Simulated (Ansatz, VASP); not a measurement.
## One calculation of Cr, two programs

```xyz
1
Lattice="4.0284 0.0000 0.0000 -2.0142 3.4887 0.0000 0.0000 0.0000 9.0000" Properties=species:S:1:pos:R:3 pbc="T T T"
Cr    0.0000    0.0000    4.5000
```

Alike in both runs: task single point; functional PBE; k mesh 10 × 10 × 1; occupations fermi-dirac, width 0.08 eV; collinear spin.

|  | VASP | Ansatz |
| --- | --- | --- |
| version | VASP 6.6.1 | Ansatz 0.2.0 |
| potentials or method | VASP PAW PBE potentials, release 64 (Cr_pv), cutoff 520 eV | all-electron LAPW, scalar-relativistic |

Ansatz gave:

```
net moment per atom (μB)                                      : 5.23
size of the moment on the site where the two differ most (μB) : 5.03
```

Problem. What did VASP give for the same quantities?

Solution. net moment per atom (μB): 5.23; size of the moment on the site where the two differ most (μB): 4.33.

Site moments also hang on the region over which each program counts them. Ansatz ran all-electron here, and VASP with PAW potentials. Ansatz's warnings: vacuum density over bound.
